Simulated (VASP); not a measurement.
# WC (P-6m2) in VASP: further runs

The runs below take WC through single point, with PBE.

All numbers are computed with VASP 6.6.1; they aren't measurements. Logs are shortened: lines on timing, memory, paths and dates and some standing lists are left out, and cuts for length are marked.

### 1 The cell of the first run

Symmetry: P-6m2, No. 187, hexagonal system. The conventional cell has a = 2.901 Å, b = 2.901 Å, c = 2.829 Å, α = 90.00°, β = 90.00°, γ = 120.00°. Within 2.9 Å of W (site symmetry -6m2) lie 6 C at 2.19 Å and 2 W at 2.83 Å. C (site symmetry -6m2) has 6 W at 2.19 Å and 2 C at 2.83 Å within 2.9 Å.

### 2 Single point, PBE

INCAR

```
PREC = Accurate ; ENCUT = 520
EDIFF = 1E-7 ; ISMEAR = 0
SIGMA = 0.15 ; LREAL = False
LASPH = True ; NELM = 80
ALGO = Normal ; ISIF = 2
LWAVE = False ; LCHARG = True
GGA = PE ; LELF = True
LVHAR = True ; NBANDS = 16
```

KPOINTS

```
Automatic mesh
0
Gamma
  18 18 16
```

POSCAR

```
WC
1.0
    2.9005014360      0.0000000000      0.0000000000
   -1.4502507180      2.5119079273      0.0000000000
    0.0000000000      0.0000000000      2.8290000000
W C
1 1
Direct
    0.0000000000      0.0000000000      0.0000000000
    0.6666666667      0.3333333333      0.5000000000
```

Potentials or basis: VASP PAW PBE potentials, release 64 (W_sv, C).

The run is started by

```console
$ cat potpaw_PBE.64/W_sv/POTCAR potpaw_PBE.64/C/POTCAR > POTCAR
$ mpirun -np 1 vasp_std > vasp.out
```

OUTCAR:

```text
PREC = Accurate
   ENCUT = 520
   EDIFF = 1E-7
   ISMEAR = 0
   LREAL = False
   LASPH = True
   NELM = 80
   ISIF = 2
   GGA = PE

 ion  position               nearest neighbor table
   1  0.000  0.000  0.000-   2 2.19   2 2.19   2 2.19   2 2.19   2 2.19   2 2.19
   2  0.667  0.333  0.500-   1 2.19   1 2.19   1 2.19   1 2.19   1 2.19   1 2.19

  LATTYP: Found a hexagonal cell.
 ALAT       =     2.9005014360
 C/A-ratio  =     0.9753485949

  Lattice vectors:

 A1 = (   2.9005014360,   0.0000000000,   0.0000000000)
 A2 = (  -1.4502507180,   2.5119079273,   0.0000000000)
 A3 = (   0.0000000000,   0.0000000000,   2.8290000000)

Analysis of symmetry for initial positions (statically):
=====================================================================
 Subroutine PRICEL returns:
 Original cell was already a primitive cell.

 Routine SETGRP: Setting up the symmetry group for a
 hexagonal supercell.

 Subroutine GETGRP returns: Found 12 space group operations
 (whereof 12 operations were pure point group operations)
 out of a pool of 24 trial point group operations.

The static configuration has the point symmetry D_3h.

Analysis of symmetry for dynamics (positions and initial velocities):
=====================================================================
 Subroutine PRICEL returns:
 Original cell was already a primitive cell.

 Routine SETGRP: Setting up the symmetry group for a
 hexagonal supercell.

 Subroutine GETGRP returns: Found 12 space group operations
 (whereof 12 operations were pure point group operations)
 out of a pool of 24 trial point group operations.

The dynamic configuration has the point symmetry D_3h.

 Subroutine INISYM returns: Found 12 space group operations
 (whereof 12 operations are pure point group operations),
 and found     1 'primitive' translations

----------------------------------------------------------------------------------------

                                     Primitive cell

  volume of cell :      20.6115

  direct lattice vectors                    reciprocal lattice vectors
     2.900501436  0.000000000  0.000000000     0.344767973  0.199051882  0.000000000
    -1.450250718  2.511907927  0.000000000     0.000000000  0.398103764  0.000000000
     0.000000000  0.000000000  2.829000000     0.000000000  0.000000000  0.353481796

  length of vectors
     2.900501436  2.900501436  2.829000000     0.398103764  0.398103764  0.353481796

  position of ions in fractional coordinates (direct lattice)
     0.000000000  0.000000000  0.000000000
     0.666666667  0.333333333  0.500000000

  ion indices of the primitive-cell ions
   primitive index   ion index
                 1           1
                 2           2

----------------------------------------------------------------------------------------

 KPOINTS: Automatic mesh

Automatic generation of k-mesh.
 Grid dimensions read from file:
 generate k-points for:   18   18   16

 Generating k-lattice:

  Cartesian coordinates                     Fractional coordinates (reciprocal lattice)
     0.019153776  0.011058438  0.000000000     0.055555556  0.000000000  0.000000000
     0.000000000  0.022116876  0.000000000     0.000000000  0.055555556  0.000000000
     0.000000000  0.000000000  0.022092612     0.000000000  0.000000000  0.062500000

  Length of vectors
     0.022116876  0.022116876  0.022092612

  Shift w.r.t. Gamma in fractional coordinates (k-lattice)
     0.000000000  0.000000000  0.000000000

 Subroutine IBZKPT returns following result:
 ===========================================

 Found    333 irreducible k-points:

 Following reciprocal coordinates:
            Coordinates               Weight
  0.000000  0.000000  0.000000      1.000000
  0.055556  0.000000  0.000000      6.000000
  0.111111  0.000000  0.000000      6.000000
  0.166667  0.000000  0.000000      6.000000
  0.222222 -0.000000  0.000000      6.000000
  0.277778  0.000000  0.000000      6.000000
[... 16 lines left out ...]
  0.333333  0.111111  0.000000     12.000000
  0.388889  0.111111  0.000000     12.000000
 [... further k-points ...]
   k-points           NKPTS =    333   k-points in BZ     NKDIM =    333   number of bands    NBANDS=     16
   number of dos      NEDOS =    301   number of ions     NIONS =      2
   total plane-waves  NPLWV =  13824
   dimension x,y,z NGX =    24 NGY =   24 NGZ =   24
   dimension x,y,z NGXF=    48 NGYF=   48 NGZF=   48
   ions per type =               1   1
   NGX,Y,Z   is equivalent  to a cutoff of  13.76, 13.76, 14.10 a.u.
   NGXF,Y,Z  is equivalent  to a cutoff of  27.51, 27.51, 28.21 a.u.
 SYSTEM =  unknown system
   PREC   = accura    normal or accurate (medium, high low for compatibility)
   ISTART =      0    job   : 0-new  1-cont  2-samecut
   ICHARG =      2    charge: 1-file 2-atom 10-const
   ISPIN  =      1    spin polarized calculation?
   LNONCOLLINEAR =      F non collinear calculations
   LSORBIT =      F    spin-orbit coupling
   LASPH  =      T    aspherical Exc in radial PAW
   ENCUT  =  520.0 eV  38.22 Ry    6.18 a.u.   5.39  5.39  5.26*2*pi/ulx,y,z
   NELM   =     80;   NELMIN=  2; NELMDL= -5     # of ELM steps
   EDIFF  = 0.1E-06   stopping-criterion for ELM
   LREAL  =      F    real-space projection
   EDIFFG = 0.1E-05   stopping-criterion for IOM
   NSW    =      0    number of steps for IOM
   IBRION =     -1    ionic relax: 0-MD 1-quasi-New 2-CG
   NFREE  =      0    steps in history (QN), initial steepest desc. (CG)
   ISIF   =      2    stress and relaxation
   ISYM   =      2    0-nonsym 1-usesym 2-fastsym
   POTIM  = 0.5000    time-step for ionic-motion
   TEBEG  =    0.0;   TEEND  =   0.0 temperature during run
   PSTRESS=    0.0 pullay stress
   NELECT =      18.0000    total number of electrons
   NUPDOWN=      -1.0000    fix difference up-down
   EMIN   =  10.00;   EMAX   =-10.00  energy-range for DOS
   EFERMI =   0.00;   METHOD = LEGACY
   ISMEAR =     0;   SIGMA  =   0.15  broadening in eV -4-tet -1-fermi 0-gaus
   EFERMI_NEDOS =   21; number of points for ismear=-14 and -15
   IALGO  =     38    algorithm
   IMIX   =      4    mixing-type and parameters
     AMIX     =   0.40;   BMIX     =  1.00
     AMIX_MAG =   1.60;   BMIX_MAG =  1.00
  volume/ion in A,a.u.               =      10.31        69.55
  Fermi-wavevector in a.u.,A,eV,Ry     =   1.564813  2.957068 33.315762  2.448639
  Thomas-Fermi vector in A             =   2.667381
   LORBIT       =      0    0 simple, 1 ext, 2 COOP (PROOUT), +10 PAW based schemes
   GGA     = PE    functional components
   LHFCALC =     F    Hartree Fock is set to
   AEXX    =    0.0000 exact exchange contribution
   IVDW    =     0    specifies the selected vdW correction
   LEPSILON=     F    determine dielectric tensor
   LRPA    =     F    only Hartree local field effects (RPA)
 non-spin polarized calculation
 Gauss-broadening in eV      SIGMA  =   0.15
  energy-cutoff  :      520.00
  volume of cell :       20.61
 maximum number of plane-waves:       580
 NGX is ok and might be reduce to    24
   NGX = 11   NGY = 11   NGZ = 11

 number of electron      18.0000001 magnetization

 Free energy of the ion-electron system (eV)
  ---------------------------------------------------
  ext. energy  EPLUGINS =         0.00000000
  ---------------------------------------------------
  free energy    TOTEN  =       -22.43586063 eV

  energy without entropy =      -22.43242522  energy(sigma->0) =      -22.43414293

 E-fermi :  11.1797     XC(G=0): -13.8377

 val. band max:       11.1763279091   @ k =   0.0556   0.0000   0.2500
 cond. band min:      11.1861076591   @ k =   0.4444  -0.0000   0.5000
 fundamental gap:      0.0097797500
 Fermi energy:        11.1796611266

 k-point     1 :       0.0000    0.0000    0.0000
  band No.  band energies     occupation
      1     -62.8125      2.00000
      2     -26.7907      2.00000
      3     -26.6902      2.00000
      4     -26.6902      2.00000
      5      -3.3261      2.00000
      6       6.8259      2.00000
[... 8 lines left out ...]
     15      25.5941      0.00000
     16      27.9729      0.00000

 k-point     2 :       0.0556    0.0000    0.0000
  band No.  band energies     occupation
      1     -62.8107      2.00000
      2     -26.7873      2.00000
      3     -26.7168      2.00000
      4     -26.6962      2.00000
      5      -3.2438      2.00000
      6       6.8570      2.00000
[... 8 lines left out ...]
     15      25.4013      0.00000
     16      28.1465      0.00000

 k-point     3 :       0.1111    0.0000    0.0000
  band No.  band energies     occupation
      1     -62.8055      2.00000
      2     -26.7927      2.00000
      3     -26.7775      2.00000
      4     -26.7134      2.00000
      5      -3.0034      2.00000
      6       6.8298      2.00000
[... 8 lines left out ...]
     15      25.0816      0.00000
     16      28.6470      0.00000

 k-point     4 :       0.1667    0.0000    0.0000
  band No.  band energies     occupation
      1     -62.7975      2.00000
      2     -26.9074      2.00000
      3     -26.7624      2.00000
      4     -26.7397      2.00000
      5      -2.6238      2.00000
      6       6.4541      2.00000
[... 8 lines left out ...]
     15      24.9110      0.00000
     16      29.4189      0.00000
[... 324 lines left out ...]
 k-point    22 :       0.2778    0.1111    0.0000
  band No.  band energies     occupation
      1     -62.7649      2.00000
      2     -27.3186      2.00000
      3     -26.8870      2.00000
      4     -26.7004      2.00000
      5      -0.8200      2.00000
      6       4.8383      2.00000
[... 8 lines left out ...]
     15      26.3802      0.00000
     16      27.8354      0.00000

 k-point    23 :       0.3333    0.1111    0.0000
  band No.  band energies     occupation
      1     -62.7573      2.00000
      2     -27.4105      2.00000
      3     -26.9199      2.00000
      4     -26.6860      2.00000
      5      -0.3047      2.00000
      6       4.4979      2.00000
[... 8 lines left out ...]
     15      25.9126      0.00000
     16      28.0698      0.00000

 k-point    24 :       0.3889    0.1111    0.0000
  band No.  band energies     occupation
      1     -62.7524      2.00000
      2     -27.4698      2.00000
      3     -26.9412      2.00000
      4     -26.6766      2.00000
      5       0.0710      2.00000
      6       4.2721      2.00000
[... 8 lines left out ...]
     15      25.0586      0.00000
     16      28.7725      0.00000

 [... further k-points ...]
[... 5 lines left out ...]
  --------------------------------------------------------------------------------------
  -------------------------------------------------------------------------------------
  Total        1.2005229      1.2005229      1.3146037     -0.0000000     -0.0000000      0.0000000
  in kB       93.3192570     93.3192570    102.1870104     -0.0000000     -0.0000000      0.0000000
  external PRESSURE =      96.2751748 kB  Pullay stress =       0.0000000 kB

 VOLUME and BASIS-vectors are now :
 -----------------------------------------------------------------------------
  energy-cutoff  :      520.00
  volume of cell :       20.61
      direct lattice vectors                 reciprocal lattice vectors
     2.900501436  0.000000000  0.000000000     0.344767973  0.199051882  0.000000000
    -1.450250718  2.511907927  0.000000000     0.000000000  0.398103764  0.000000000
     0.000000000  0.000000000  2.829000000     0.000000000  0.000000000  0.353481796

 POSITION                                       TOTAL-FORCE (eV/Angst)
 -----------------------------------------------------------------------------------
      0.00000      0.00000      0.00000         0.000000      0.000000      0.000000
      1.45025      0.83730      1.41450        -0.000000     -0.000000      0.000000
 -----------------------------------------------------------------------------------
    total drift:                                0.000000     -0.000000      0.000000

  FREE ENERGIE OF THE ION-ELECTRON SYSTEM (eV)
  ---------------------------------------------------
  free  energy   TOTEN  =       -22.4358606286 eV

  energy  without entropy=      -22.4324252241  energy(sigma->0) =      -22.43414293
```

It took 54 s on 1 thread of Intel Xeon Platinum 8488C (Sapphire Rapids), shared host; peak memory 0.22 GiB.

What came out:

```yaml
Free_energy: -22.4359 eV
Pressure: 9.6 GPa
Band_gap_on_the_k_mesh: zero (band 9 reaches 11.81 eV, above the bottom of band 10 at 10.58 eV)
```

Caveat: spin-orbit coupling is left out, which moves the levels of the heavy elements.

### 3 Single point, PBE

INCAR

```
  ALGO = Normal
  EDIFF = 1E-6
  ENCUT = 520
  GGA = PE
  ISIF = 2
  ISMEAR = 0
  LASPH = T
  LCHARG = F
  LREAL = F
  LWAVE = F
  NBANDS = 16
  NELM = 80
  PREC = Accurate
  SIGMA = 0.15
```

KPOINTS

```
k-points
0
Gamma
  24 24 18
```

POSCAR is that of step 2.

Potentials or basis: VASP PAW PBE potentials, release 64 (W_sv, C).

The run is started by

```console
$ cat potpaw_PBE.64/W_sv/POTCAR potpaw_PBE.64/C/POTCAR > POTCAR
$ mpirun -np 1 vasp_std > vasp.out
```

Run time: 2.8 min. Hardware: 1 thread of Intel Xeon Platinum 8375C at 2.90GHz (Ice Lake), shared host; peak memory 0.31 GiB.

The run converged. Its results:

- Free energy: -22.4360 eV
- Pressure: 9.6 GPa
- Band gap on the k mesh: zero (band 9 reaches 11.86 eV, above the bottom of band 10 at 10.59 eV)

Stress tensor (GPa, compression positive):
```
 9.39  0.00  0.00
 0.00  9.39  0.00
 0.00  0.00 10.06
```

Levels at points of the mesh, in eV from the Fermi level:
| k point | band 5 | band 6 | band 7 | band 8 | band 9 | band 10 | band 11 | band 12 | band 13 | band 14 |
| --- | --- | --- | --- | --- | --- | --- | --- | --- | --- | --- |
| (0.00, 0.00, 0.00) | -14.50 | -4.35 | -3.36 | -3.36 | 0.10 | 3.27 | 3.27 | 5.67 | 5.67 | 6.43 |
| (0.50, 0.00, 0.00) | -11.13 | -7.06 | -3.64 | -3.60 | -0.47 | 2.37 | 4.57 | 4.93 | 6.91 | 9.73 |
| (0.00, 0.00, 0.50) | -10.43 | -8.69 | -2.04 | -2.04 | -0.59 | -0.59 | 3.71 | 4.54 | 4.54 | 10.02 |
| (0.50, 0.00, 0.50) | -11.34 | -6.50 | -4.35 | -4.20 | 0.30 | 4.48 | 5.37 | 6.70 | 9.26 | 10.25 |

Caveat: spin-orbit coupling is left out, which moves the levels of the heavy elements.

### 4 Single point, PBE

INCAR

```
PREC = Accurate ; ENCUT = 910
EDIFF = 1E-6 ; ISMEAR = 0
SIGMA = 0.15 ; LREAL = False
LASPH = True ; NELM = 120
ALGO = Normal ; ISIF = 2
LWAVE = False ; LCHARG = True
GGA = PE ; LELF = True
LVHAR = True ; NBANDS = 16
GGA_COMPAT = False
```

KPOINTS

```
Automatic mesh
0
Gamma
  18 18 16
```

POSCAR is that of step 3.

Potentials or basis: VASP PAW PBE potentials, release 64 (W_sv, C_h).

The run is started by

```console
$ cat potpaw_PBE.64/W_sv/POTCAR potpaw_PBE.64/C_h/POTCAR > POTCAR
$ mpirun -np 1 vasp_std > vasp.out
```

OUTCAR:

```text
PREC = Accurate
   ENCUT = 910
   EDIFF = 1E-6
   ISMEAR = 0
   LREAL = False
   LASPH = True
   NELM = 120
   ISIF = 2
   GGA = PE

 ion  position               nearest neighbor table
   1  0.000  0.000  0.000-   2 2.19   2 2.19   2 2.19   2 2.19   2 2.19   2 2.19
   2  0.667  0.333  0.500-   1 2.19   1 2.19   1 2.19   1 2.19   1 2.19   1 2.19

  LATTYP: Found a hexagonal cell.
 ALAT       =     2.9005014360
 C/A-ratio  =     0.9753485949

  Lattice vectors:

 A1 = (   2.9005014360,   0.0000000000,   0.0000000000)
[... 192 lines left out ...]
      6       7.1603      2.00000
[... 433 lines left out ...]
      3     -26.6074      2.00000
      4     -26.3428      2.00000
      5       0.4048      2.00000
      6       4.6056      2.00000
[... 8 lines left out ...]
     15      25.3919      0.00000
     16      29.1039      0.00000

 [... further k-points ...]
[... 5 lines left out ...]
  --------------------------------------------------------------------------------------
  -------------------------------------------------------------------------------------
  Total        1.1862561      1.1862561      1.2976269      0.0000000      0.0000000     -0.0000000
  in kB       92.2102686     92.2102686    100.8673641      0.0000000      0.0000000     -0.0000000
  external PRESSURE =      95.0959671 kB  Pullay stress =       0.0000000 kB

 VOLUME and BASIS-vectors are now :
 -----------------------------------------------------------------------------
  energy-cutoff  :      910.00
  volume of cell :       20.61
      direct lattice vectors                 reciprocal lattice vectors
     2.900501436  0.000000000  0.000000000     0.344767973  0.199051882  0.000000000
    -1.450250718  2.511907927  0.000000000     0.000000000  0.398103764  0.000000000
     0.000000000  0.000000000  2.829000000     0.000000000  0.000000000  0.353481796

 POSITION                                       TOTAL-FORCE (eV/Angst)
 -----------------------------------------------------------------------------------
      0.00000      0.00000      0.00000         0.000000      0.000000      0.000000
      1.45025      0.83730      1.41450        -0.000000      0.000000      0.000000
 -----------------------------------------------------------------------------------
    total drift:                               -0.000000      0.000000      0.000000

  FREE ENERGIE OF THE ION-ELECTRON SYSTEM (eV)
  ---------------------------------------------------
  free  energy   TOTEN  =       -22.4427268514 eV

  energy  without entropy=      -22.4392940265  energy(sigma->0) =      -22.44101044
```

stdout:

```text
POSCAR found type information on POSCAR W C
 POSCAR found :  2 types and       2 ions
 scaLAPACK will be used
 LDA part: xc-table for (Slater+PW92), standard interpolation
 POSCAR, INCAR and KPOINTS ok, starting setup
 FFT: planning ... GRIDC
 FFT: planning ... GRID_SOFT
 FFT: planning ... GRID
 WAVECAR not read
 entering main loop
```

Run time: 1.8 min. Hardware: 1 thread of Intel Xeon 6975P-C (Granite Rapids), shared host; peak memory 0.37 GiB.

What came out:

* Free energy: -22.4427 eV
* Pressure: 9.5 GPa
* Band gap on the k mesh: zero (band 9 reaches 12.15 eV, above the bottom of band 10 at 10.92 eV)

Caveat: the cutoff is under 1.25 times the usual one of these potentials, so pressure, stress and relaxed cells hold a basis-set (Pulay) error; spin-orbit coupling is left out, which moves the levels of the heavy elements.

### 5 Summary

| potentials or basis | k mesh | cutoff (eV) | second run | gap on the mesh (eV) | pressure (GPa) |
| --- | --- | --- | --- | --- | --- |
| VASP PAW PBE potentials, release 64 (W_sv, C) | 18 × 18 × 16 | 520 | - | none | 9.6 |
| VASP PAW PBE potentials, release 64 (W_sv, C) | 24 × 24 × 18 | 520 | - | none | 9.6 |
| VASP PAW PBE potentials, release 64 (W_sv, C_h) | 18 × 18 × 16 | 910 | hard_potentials | none | 9.5 |

Alike in all rows: task single point; level PBE; no spin polarisation; cell as given; smearing gaussian 0.15 eV.

Caveats: spin-orbit coupling is left out, which moves the levels of the heavy elements; the cutoff is under 1.25 times the usual one of these potentials, so pressure, stress and relaxed cells hold a basis-set (Pulay) error (some runs).

Total energies depend on the potentials used, so only differences within one code and one set of settings carry meaning.
